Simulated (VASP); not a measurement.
Here is a VASP 6.6.1 calculation.

The input POSCAR:

```
PtS2
1.0
    3.5526415803      0.0000000000      0.0000000000
   -1.7763207902      3.0766778591      0.0000000000
    0.0000000000      0.0000000000      5.1227110450
Pt S
1 2
Direct
    0.0000000000      0.0000000000      0.0000000000
    0.3333333333      0.6666666667      0.2392599773
    0.6666666667      0.3333333333      0.7607400227
```

Contents of INCAR.step1:

```
SYSTEM = PtS2
  ALGO = Normal
  EDIFF = 1E-5
  ENCUT = 430
  GGA = PE
  GGA_COMPAT = .False.
  ISIF = 2
  ISMEAR = 0
  LASPH = .True.
  LCHARG = .False.
  LREAL = .False.
  LWAVE = .True.
  NBANDS = 22
  NELM = 120
  PREC = Accurate
  SIGMA = 0.01
```

File INCAR.step2:

```
SYSTEM = PtS2
  AEXX = 0.5
  ALGO = Normal
  EDIFF = 1E-6
  ENCUT = 430
  GGA = PE
  GGA_COMPAT = .False.
  HFSCREEN = 0.1
  ISIF = 2
  ISMEAR = 0
  ISTART = 1
  LASPH = .True.
  LCHARG = .False.
  LHFCALC = .True.
  LREAL = .False.
  LWAVE = .False.
  NBANDS = 22
  NELM = 120
  PREC = Accurate
  PRECFOCK = Normal
  SIGMA = 0.01
```

The input KPOINTS:

```
k-points
0
Gamma
  6 6 2
  0 0 0
```

Potentials or basis: VASP PAW PBE potentials, release 64 (Pt_sv_GW, S).

Command:

```bash
$ cat potpaw_PBE.64/Pt_sv_GW/POTCAR potpaw_PBE.64/S/POTCAR > POTCAR
$ cp INCAR.step1 INCAR
$ mpirun -np 1 vasp_std > vasp.out
$ cp INCAR.step2 INCAR
$ mpirun -np 1 vasp_std > vasp.out
```

(1) What does it give for the pressure?

(2) Predict the largest force.

## Answers

(1) -7.0 GPa.

(2) 0.886 eV/Å.

Caveat: the k points lie up to 0.61 Å⁻¹ apart; the PAW data sets were made with another functional, which shifts forces and pressure a little.
